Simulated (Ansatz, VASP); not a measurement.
## Two plane-wave programs on K

```
K
1.0
    -2.71359    2.71359    2.56648
     2.71359   -2.71359    2.56648
     2.71359    2.71359   -2.56648
K
1
Cartesian
  0.0000 0.0000 0.0000
```

Alike in both runs: functional r2SCAN; k mesh 12 × 12 × 12; occupations gaussian, width 0.1 eV; no spin polarisation.

Ansatz relaxed the structure, and its values are those at the end. VASP's run is a single point on that final structure, the one shown.

|  | VASP | Ansatz |
| --- | --- | --- |
| version | VASP 6.6.1 | Ansatz 0.2.0 |
| potentials or method | VASP PAW PBE potentials, release 64 (K_sv), cutoff 520 eV | scalar-relativistic, plane waves, PAW |
| valence electrons in the cell | 9 | 9 |

```csv
,VASP,Ansatz,Ansatz less VASP
gap on the k mesh at the Fermi level (eV),none,none,-
pressure (GPa),0.0,0.0,+0.02
```

VASP's potentials were made for PBE, not for r2SCAN. A gap of «none» marks a metal or a gap that the smearing closes. With one functional, cell and mesh, what is left measures potentials, basis and numerics.
